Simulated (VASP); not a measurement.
# BiRu (F-43m) in VASP: notebook

The runs below take BiRu through single point, with r2SCAN, r2SCAN+U.

Everything below comes from runs of VASP 6.6.1. Logs are shortened: lines on timing, memory, paths and dates and some standing lists are left out, and cuts for length are marked.

### Step 1. The cell of the first run

The structure is cubic, space group F-43m (No. 216). The conventional cell has a = 6.006 Å, b = 6.006 Å, c = 6.006 Å, α = 90.00°, β = 90.00°, γ = 90.00°. Within 3.4 Å of Ru (site symmetry -43m) lie 4 Bi at 2.60 Å. Bi (site symmetry -43m) has 4 Ru at 2.60 Å within 3.4 Å.

### Step 2. Single point, r2SCAN (27.08 Å³/atom)

Contents of POSCAR:

```
BiRu
1.0
    0.0000000000      3.0027995912      3.0027995912
    3.0027995912      0.0000000000      3.0027995912
    3.0027995912      3.0027995912      0.0000000000
Ru Bi
1 1
Direct
    0.0000000000      0.0000000000      0.0000000000
    0.2500000000      0.2500000000      0.2500000000
```

Contents of INCAR.step1:

```
  PREC = Accurate
  ENCUT = 520
  ISMEAR = 0
  SIGMA = 0.05
  LREAL = False
  LASPH = True
  NELM = 60
  NBANDS = 22
  GGA = PE
  ALGO = Normal
  EDIFF = 1E-4
  LWAVE = True
  LCHARG = False
```

Contents of INCAR.step2:

```
  PREC = Accurate
  ENCUT = 520
  EDIFF = 1E-6
  ISMEAR = 0
  SIGMA = 0.05
  LREAL = False
  LASPH = True
  NELM = 60
  ALGO = Normal
  ISIF = 2
  LWAVE = False
  LCHARG = True
  METAGGA = R2SCAN
  LMIXTAU = True
  LELF = True
  LVHAR = True
  NBANDS = 22
  ISTART = 1
```

Contents of KPOINTS:

```
regular mesh
0
Gamma
  10 10 10
```

Potentials or basis: VASP PAW PBE potentials, release 64 (Ru_pv, Bi_d).

Command:

```sh
$ cat potpaw_PBE.64/Ru_pv/POTCAR potpaw_PBE.64/Bi_d/POTCAR > POTCAR
$ cp INCAR.step1 INCAR
$ mpirun -np 1 vasp_std > vasp.out
$ cp INCAR.step2 INCAR
$ mpirun -np 1 vasp_std > vasp.out
```

OUTCAR:

```text
PREC = Accurate
   ENCUT = 520
   EDIFF = 1E-6
   ISMEAR = 0
   LREAL = False
   LASPH = True
   NELM = 60
   ISIF = 2
   METAGGA = R2SCAN
   ISTART = 1

 ion  position               nearest neighbor table
   1  0.000  0.000  0.000-   2 2.60   2 2.60   2 2.60   2 2.60
   2  0.250  0.250  0.250-   1 2.60   1 2.60   1 2.60   1 2.60

  LATTYP: Found a face centered cubic cell.
 ALAT       =     6.0055991824

  Lattice vectors:

 A1 = (   0.0000000000,   3.0027995912,   3.0027995912)
 A2 = (   3.0027995912,   0.0000000000,   3.0027995912)
 A3 = (   3.0027995912,   3.0027995912,   0.0000000000)

Analysis of symmetry for initial positions (statically):
=====================================================================
 Subroutine PRICEL returns:
 Original cell was already a primitive cell.

 Routine SETGRP: Setting up the symmetry group for a
 face centered cubic supercell.

 Subroutine GETGRP returns: Found 24 space group operations
 (whereof 24 operations were pure point group operations)
 out of a pool of 48 trial point group operations.

The static configuration has the point symmetry T_d .

Analysis of symmetry for dynamics (positions and initial velocities):
=====================================================================
 Subroutine PRICEL returns:
 Original cell was already a primitive cell.

 Routine SETGRP: Setting up the symmetry group for a
 face centered cubic supercell.

 Subroutine GETGRP returns: Found 24 space group operations
 (whereof 24 operations were pure point group operations)
 out of a pool of 48 trial point group operations.

The dynamic configuration has the point symmetry T_d .

 Subroutine INISYM returns: Found 24 space group operations
 (whereof 24 operations are pure point group operations),
 and found     1 'primitive' translations

----------------------------------------------------------------------------------------

                                     Primitive cell

  volume of cell :      54.1513

  direct lattice vectors                    reciprocal lattice vectors
     0.000000000  3.002799591  3.002799591    -0.166511279  0.166511279  0.166511279
     3.002799591  0.000000000  3.002799591     0.166511279 -0.166511279  0.166511279
     3.002799591  3.002799591  0.000000000     0.166511279  0.166511279 -0.166511279

  length of vectors
     4.246599907  4.246599907  4.246599907     0.288405995  0.288405995  0.288405995

  position of ions in fractional coordinates (direct lattice)
[... 77 lines left out ...]
   ENCUT  =  520.0 eV  38.22 Ry    6.18 a.u.   7.90  7.90  7.90*2*pi/ulx,y,z
   NELM   =     60;   NELMIN=  2; NELMDL=  0     # of ELM steps
   EDIFF  = 0.1E-05   stopping-criterion for ELM
   LREAL  =      F    real-space projection
   EDIFFG = 0.1E-04   stopping-criterion for IOM
   NSW    =      0    number of steps for IOM
   IBRION =     -1    ionic relax: 0-MD 1-quasi-New 2-CG
   NFREE  =      0    steps in history (QN), initial steepest desc. (CG)
   ISIF   =      2    stress and relaxation
   ISYM   =      2    0-nonsym 1-usesym 2-fastsym
   POTIM  = 0.5000    time-step for ionic-motion
   TEBEG  =    0.0;   TEEND  =   0.0 temperature during run
   PSTRESS=    0.0 pullay stress
   NELECT =      29.0000    total number of electrons
   NUPDOWN=      -1.0000    fix difference up-down
   EMIN   =  10.00;   EMAX   =-10.00  energy-range for DOS
   EFERMI =   0.00;   METHOD = LEGACY
   ISMEAR =     0;   SIGMA  =   0.05  broadening in eV -4-tet -1-fermi 0-gaus
   EFERMI_NEDOS =   21; number of points for ismear=-14 and -15
   IALGO  =     38    algorithm
   IMIX   =      4    mixing-type and parameters
     AMIX     =   0.40;   BMIX     =  1.00
     AMIX_MAG =   1.60;   BMIX_MAG =  1.00
  volume/ion in A,a.u.               =      27.08       182.72
  Fermi-wavevector in a.u.,A,eV,Ry     =   1.329447  2.512291 24.047349  1.767430
  Thomas-Fermi vector in A             =   2.458609
   LORBIT       =      0    0 simple, 1 ext, 2 COOP (PROOUT), +10 PAW based schemes
   METAGGA = R2SCAN    functional components
   LHFCALC =     F    Hartree Fock is set to
   AEXX    =    0.0000 exact exchange contribution
   IVDW    =     0    specifies the selected vdW correction
   LEPSILON=     F    determine dielectric tensor
   LRPA    =     F    only Hartree local field effects (RPA)
 non-spin polarized calculation
 Gauss-broadening in eV      SIGMA  =   0.05
  energy-cutoff  :      520.00
  volume of cell :       54.15
 maximum number of plane-waves:      1476
   NGX = 15   NGY = 15   NGZ = 15

 number of electron      29.0000008 magnetization

 Free energy of the ion-electron system (eV)
  ---------------------------------------------------
  ext. energy  EPLUGINS =         0.00000000
  ---------------------------------------------------
  free energy    TOTEN  =       -82.12054314 eV

  energy without entropy =      -82.11961645  energy(sigma->0) =      -82.12007980

 E-fermi :   6.2404     XC(G=0): -10.9072

 val. band max:        6.2082410488   @ k =  -0.3000   0.4000   0.1000
 cond. band min:       6.3391123692   @ k =   0.5000   0.3000   0.1000
 fundamental gap:      0.1308713205
 Fermi energy:         6.2404216729

 k-point     1 :       0.0000    0.0000    0.0000
  band No.  band energies     occupation
      1     -36.7944      2.00000
      2     -36.7944      2.00000
      3     -36.7944      2.00000
      4     -16.7356      2.00000
      5     -16.7356      2.00000
      6     -16.7356      2.00000
[... 589 lines left out ...]
     21      17.3254      0.00000
     22      18.1128      0.00000

 [... further k-points ...]

------------------------ aborting loop because EDIFF is reached ----------------------------------------

  FORCE on cell =-STRESS in cart. coord.  units (eV):
  Direction    XX          YY          ZZ          XY          YZ          ZX
  --------------------------------------------------------------------------------------
  -------------------------------------------------------------------------------------
  Total        0.7154101      0.7154101      0.7154101     -0.0000000      0.0000000     -0.0000000
  in kB       21.1668681     21.1668681     21.1668681     -0.0000000      0.0000000     -0.0000000
  external PRESSURE =      21.1668681 kB  Pullay stress =       0.0000000 kB

 VOLUME and BASIS-vectors are now :
 -----------------------------------------------------------------------------
  energy-cutoff  :      520.00
  volume of cell :       54.15
      direct lattice vectors                 reciprocal lattice vectors
     0.000000000  3.002799591  3.002799591    -0.166511279  0.166511279  0.166511279
     3.002799591  0.000000000  3.002799591     0.166511279 -0.166511279  0.166511279
     3.002799591  3.002799591  0.000000000     0.166511279  0.166511279 -0.166511279

 POSITION                                       TOTAL-FORCE (eV/Angst)
 -----------------------------------------------------------------------------------
      0.00000      0.00000      0.00000         0.000000      0.000000      0.000000
      1.50140      1.50140      1.50140        -0.000000     -0.000000     -0.000000
 -----------------------------------------------------------------------------------
    total drift:                               -0.000000     -0.000000      0.000000

  FREE ENERGIE OF THE ION-ELECTRON SYSTEM (eV)
  ---------------------------------------------------
  free  energy   TOTEN  =       -82.1205431433 eV

  energy  without entropy=      -82.1196164547  energy(sigma->0) =      -82.12007980
```

It took 3.5 min on 1 thread of Intel Xeon 8259CL, shared host; peak memory 0.22 GiB.

What came out:

* Free energy: -82.1205 eV
* Pressure: 2.1 GPa
* Band gap on the k mesh: zero (an odd number of electrons rules out a gap without spin polarisation)

Caveat: the PAW data sets were made with another functional, which shifts forces and pressure a little; spin-orbit coupling is left out, which moves the levels of the heavy elements.

### Step 3. Single point, r2SCAN

This run uses another cell than the first one, of 27.63 Å³/atom.

Contents of POSCAR:

```
BiRu
1.0
    0.0000000000      3.0230893931      3.0230893931
    3.0230893931      0.0000000000      3.0230893931
    3.0230893931      3.0230893931      0.0000000000
Ru Bi
1 1
Direct
    0.0000000000      0.0000000000      0.0000000000
    0.2500000000      0.2500000000      0.2500000000
```

Contents of INCAR.step1:

```
ALGO = Normal
EDIFF = 1E-4
ENCUT = 520
GGA = PE
ISMEAR = 0
LASPH = T
LCHARG = F
LREAL = F
LWAVE = T
NBANDS = 22
NELM = 60
PREC = Accurate
SIGMA = 0.05
```

Contents of INCAR.step2:

```
ALGO = Normal
EDIFF = 1E-6
ENCUT = 520
ISIF = 2
ISMEAR = 0
ISTART = 1
LASPH = T
LCHARG = T
LELF = T
LMIXTAU = T
LREAL = F
LVHAR = T
LWAVE = F
METAGGA = R2SCAN
NBANDS = 22
NELM = 60
PREC = Accurate
SIGMA = 0.05
```

Contents of KPOINTS:

```
k-points
0
Gamma
  10 10 10
```

Potentials or basis: VASP PAW PBE potentials, release 64 (Ru_pv, Bi_d).

Command:

```sh
$ cat potpaw_PBE.64/Ru_pv/POTCAR potpaw_PBE.64/Bi_d/POTCAR > POTCAR
$ cp INCAR.step1 INCAR
$ mpirun -np 1 vasp_std > vasp.out
$ cp INCAR.step2 INCAR
$ mpirun -np 1 vasp_std > vasp.out
```

Run time: 3.5 min. Hardware: 1 thread of Intel Xeon 8259CL, shared host; peak memory 0.22 GiB.

The run converged. Its results:

```yaml
Free_energy: -82.1291 eV
Pressure: 0.2 GPa
Band_gap_on_the_k_mesh: zero (an odd number of electrons rules out a gap without spin polarisation)
```

Levels at points of the mesh, in eV from the Fermi level:
| k point | band 12 | band 13 | band 14 | band 15 | band 16 | band 17 |
| --- | --- | --- | --- | --- | --- | --- |
| (0.00, 0.00, 0.00) | -2.90 | -0.92 | -0.92 | 3.81 | 5.49 | 5.49 |
| (0.50, 0.00, 0.00) | -2.62 | -0.82 | -0.82 | -0.44 | 3.22 | 3.22 |
| (0.50, 0.50, 0.00) | -1.78 | -1.01 | -0.82 | -0.10 | 0.61 | 0.61 |

Caveat: the PAW data sets were made with another functional, which shifts forces and pressure a little; spin-orbit coupling is left out, which moves the levels of the heavy elements.

### Step 4. Single point, r2SCAN (28.18 Å³/atom)

This run uses another cell than the first one, of 28.18 Å³/atom.

Contents of POSCAR:

```
BiRu
1.0
    0.0000000000      3.0431104361      3.0431104361
    3.0431104361      0.0000000000      3.0431104361
    3.0431104361      3.0431104361      0.0000000000
Ru Bi
1 1
Direct
    0.0000000000      0.0000000000      0.0000000000
    0.2500000000      0.2500000000      0.2500000000
```

Contents of INCAR.step1:

```
SYSTEM = BiRu
PREC     = Accurate       ! precision mode
ENCUT    = 520            ! plane-wave cutoff, eV
ISMEAR   = 0              ! smearing method
SIGMA    = 0.05           ! smearing width, eV
LREAL    = .FALSE.        ! projectors in reciprocal space
LASPH    = .TRUE.         ! aspherical terms in the spheres
NELM     = 80             ! most SCF steps
NBANDS   = 22             ! bands
GGA      = PE             ! functional
ALGO     = Normal         ! electronic algorithm
EDIFF    = 1E-4           ! SCF threshold, eV
LWAVE    = .TRUE.         ! write WAVECAR
LCHARG   = .FALSE.        ! write CHGCAR
```

Contents of INCAR.step2:

```
SYSTEM = BiRu
PREC     = Accurate       ! precision mode
ENCUT    = 520            ! plane-wave cutoff, eV
EDIFF    = 1E-7           ! SCF threshold, eV
ISMEAR   = 0              ! smearing method
SIGMA    = 0.05           ! smearing width, eV
LREAL    = .FALSE.        ! projectors in reciprocal space
LASPH    = .TRUE.         ! aspherical terms in the spheres
NELM     = 80             ! most SCF steps
ALGO     = Normal         ! electronic algorithm
ISIF     = 2              ! what is computed and relaxed
LWAVE    = .FALSE.        ! write WAVECAR
LCHARG   = .FALSE.        ! write CHGCAR
METAGGA  = R2SCAN         ! meta-GGA
LMIXTAU  = .TRUE.       
NBANDS   = 22             ! bands
ISTART   = 1
```

Contents of KPOINTS:

```
regular mesh
0
G
  10 10 10
  0 0 0
```

Potentials or basis: VASP PAW PBE potentials, release 64 (Ru_pv, Bi_d).

Command:

```sh
$ cat potpaw_PBE.64/Ru_pv/POTCAR potpaw_PBE.64/Bi_d/POTCAR > POTCAR
$ cp INCAR.step1 INCAR
$ mpirun -np 1 vasp_std > vasp.out
$ cp INCAR.step2 INCAR
$ mpirun -np 1 vasp_std > vasp.out
```

OUTCAR:

```text
SYSTEM = BiRu
   PREC = Accurate
   ENCUT = 520
   EDIFF = 1E-7
   ISMEAR = 0
   LREAL = .FALSE.
   LASPH = .TRUE.
   NELM = 80
   ISIF = 2
   METAGGA = R2SCAN
   ISTART = 1

 ion  position               nearest neighbor table
   1  0.000  0.000  0.000-   2 2.64   2 2.64   2 2.64   2 2.64
   2  0.250  0.250  0.250-   1 2.64   1 2.64   1 2.64   1 2.64

  LATTYP: Found a face centered cubic cell.
 ALAT       =     6.0862208722

  Lattice vectors:

 A1 = (   0.0000000000,   3.0431104361,   3.0431104361)
 A2 = (   3.0431104361,   0.0000000000,   3.0431104361)
 A3 = (   3.0431104361,   3.0431104361,   0.0000000000)

Analysis of symmetry for initial positions (statically):
=====================================================================
 Subroutine PRICEL returns:
 Original cell was already a primitive cell.

 Routine SETGRP: Setting up the symmetry group for a
 face centered cubic supercell.

 Subroutine GETGRP returns: Found 24 space group operations
 (whereof 24 operations were pure point group operations)
 out of a pool of 48 trial point group operations.
[... 158 lines left out ...]
  ---------------------------------------------------
  free energy    TOTEN  =       -82.12553425 eV

  energy without entropy =      -82.12452997  energy(sigma->0) =      -82.12503211

 E-fermi :   5.8080     XC(G=0): -10.6883

 val. band max:        5.7741329306   @ k =  -0.3000   0.4000   0.1000
 cond. band min:       5.8984180766   @ k =   0.5000   0.3000   0.1000
 fundamental gap:      0.1242851460
 Fermi energy:         5.8079799805

 k-point     1 :       0.0000    0.0000    0.0000
  band No.  band energies     occupation
      1     -37.2100      2.00000
      2     -37.2100      2.00000
      3     -37.2100      2.00000
      4     -17.1385      2.00000
      5     -17.1385      2.00000
      6     -17.1385      2.00000
[... 589 lines left out ...]
     21      16.6927      0.00000
     22      17.3953      0.00000

 [... further k-points ...]

------------------------ aborting loop because EDIFF is reached ----------------------------------------

  FORCE on cell =-STRESS in cart. coord.  units (eV):
  Direction    XX          YY          ZZ          XY          YZ          ZX
  --------------------------------------------------------------------------------------
  -------------------------------------------------------------------------------------
  Total       -0.4938041     -0.4938041     -0.4938041      0.0000000      0.0000000      0.0000000
  in kB      -14.0372527    -14.0372527    -14.0372527      0.0000000      0.0000000      0.0000000
  external PRESSURE =     -14.0372527 kB  Pullay stress =       0.0000000 kB

 VOLUME and BASIS-vectors are now :
 -----------------------------------------------------------------------------
  energy-cutoff  :      520.00
  volume of cell :       56.36
      direct lattice vectors                 reciprocal lattice vectors
     0.000000000  3.043110436  3.043110436    -0.164305572  0.164305572  0.164305572
     3.043110436  0.000000000  3.043110436     0.164305572 -0.164305572  0.164305572
     3.043110436  3.043110436  0.000000000     0.164305572  0.164305572 -0.164305572

 POSITION                                       TOTAL-FORCE (eV/Angst)
 -----------------------------------------------------------------------------------
      0.00000      0.00000      0.00000         0.000000      0.000000      0.000000
      1.52156      1.52156      1.52156        -0.000000     -0.000000     -0.000000
 -----------------------------------------------------------------------------------
    total drift:                               -0.000000     -0.000000     -0.000000

  FREE ENERGIE OF THE ION-ELECTRON SYSTEM (eV)
  ---------------------------------------------------
  free  energy   TOTEN  =       -82.1255342543 eV

  energy  without entropy=      -82.1245299668  energy(sigma->0) =      -82.12503211
```

OSZICAR.step1:

```text
N       E                     dE             d eps       ncg     rms          rms(c)
DAV:   1     0.305531927141E+03    0.30553E+03   -0.15711E+04  2100   0.147E+03
DAV:   2     0.701215326486E+01   -0.29852E+03   -0.28877E+03  2080   0.442E+02
DAV:   3    -0.108299899434E+02   -0.17842E+02   -0.17580E+02  2518   0.113E+02
DAV:   4    -0.113453673829E+02   -0.51538E+00   -0.51518E+00  2674   0.197E+01
DAV:   5    -0.113587626332E+02   -0.13395E-01   -0.13395E-01  2762   0.315E+00    0.513E+00
DAV:   6    -0.113009582423E+02    0.57804E-01   -0.89428E-02  2428   0.292E+00    0.264E+00
DAV:   7    -0.112875137888E+02    0.13444E-01   -0.11247E-01  2792   0.235E+00    0.131E+00
DAV:   8    -0.112782567740E+02    0.92570E-02   -0.51423E-02  2314   0.151E+00    0.150E-01
DAV:   9    -0.112784485440E+02   -0.19177E-03   -0.30364E-03  2560   0.538E-01    0.391E-02
DAV:  10    -0.112784595634E+02   -0.11019E-04   -0.11964E-04  1798   0.123E-01
   1 F= -.11278460E+02 E0= -.11277783E+02  d E =-.135285E-02
```

Wall time 3.8 min (1 thread of Intel Xeon 8259CL, shared host); peak memory 0.22 GiB.

What came out:

```yaml
Free_energy: -82.1255 eV
Pressure: -1.4 GPa
Band_gap_on_the_k_mesh: zero (an odd number of electrons rules out a gap without spin polarisation)
```

Caveat: the PAW data sets were made with another functional, which shifts forces and pressure a little; spin-orbit coupling is left out, which moves the levels of the heavy elements.

(Part 1 of 2 ends here.)

The gap in the log of VASP goes by the Fermi energy; the results here count the filled bands.